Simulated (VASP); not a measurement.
A run of VASP 6.6.1:

File INCAR:

```
SYSTEM = CdS
PREC = Accurate ; ENCUT = 500
EDIFF = 1E-6 ; ISMEAR = 0
SIGMA = 0.05 ; LREAL = .FALSE.
LASPH = .TRUE. ; NELM = 120
ALGO = Normal ; ISIF = 2
LWAVE = .FALSE. ; LCHARG = .FALSE.
GGA = PS ; NBANDS = 16
GGA_COMPAT = .FALSE.
```

File KPOINTS:

```
Automatic mesh
0
G
  12 12 12
  0 0 0
```

POSCAR

```
CdS
1.0
    0.0000000000      2.6406638528      2.6406638528
    2.6406638528      0.0000000000      2.6406638528
    2.7507936128      2.7507936128     -0.1101297600
Cd S
1 1
Direct
    0.0000000000      0.0000000000      0.0000000000
    0.5000000000      0.5000000000      0.5000000000
```

Potentials or basis: VASP PAW PBE potentials, release 64 (Cd, S).

Run with:

```sh
$ cat potpaw_PBE.64/Cd/POTCAR potpaw_PBE.64/S/POTCAR > POTCAR
$ mpirun -np 1 vasp_std > vasp.out
```

Hardware: 1 thread of AMD EPYC 7R43 64-Core Processor (Zen 3), on a shared host.

Problem. Estimate the wall time of this run.

Solution. Wall time 2 min on 1 thread of AMD EPYC 7R43 64-Core Processor (Zen 3), with other jobs on the host, peak memory 0.2 GiB. Counts: scf iterations 13, k points 189.
